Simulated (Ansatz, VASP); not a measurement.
## One calculation of Sn2Ge, two programs

```
CELL_PARAMETERS angstrom
5.14966 0.00000 0.00000
-2.57483 4.45974 0.00000
0.00000 0.00000 6.16220
ATOMIC_POSITIONS crystal
Sn 0.66667 0.33333 0.25000
Sn 0.33333 0.66667 0.75000
Sn 0.00000 0.00000 0.00000
Sn 0.00000 0.00000 0.50000
Ge 0.66667 0.33333 0.75000
Ge 0.33333 0.66667 0.25000
```

Alike in both runs: task relaxation of cell and atoms; functional PBEsol; k mesh 12 × 12 × 6; occupations gaussian, width 0.1 eV; no spin polarisation.

```csv
,VASP,Ansatz
version,VASP 6.6.1,Ansatz 0.2.0
potentials or method,"VASP PAW PBE potentials, release 64 (Sn_d, Ge_d), cutoff 600 eV","scalar-relativistic, plane waves, PAW"
valence electrons in the cell,84,84
```

|  | VASP | Ansatz | Ansatz less VASP |
| --- | --- | --- | --- |
| gap on the k mesh at the Fermi level, each at its own relaxed structure (eV) | none | none | - |
| relaxed volume (Å³/atom) | 23.54 | 23.53 | -0.005 |
| relaxed cell length with the largest relative difference (Å) | 5.143 | 5.142 | -0.0010 |

VASP's potentials were made for PBE, not for PBEsol. A gap of «none» marks a metal or a gap that the smearing closes.
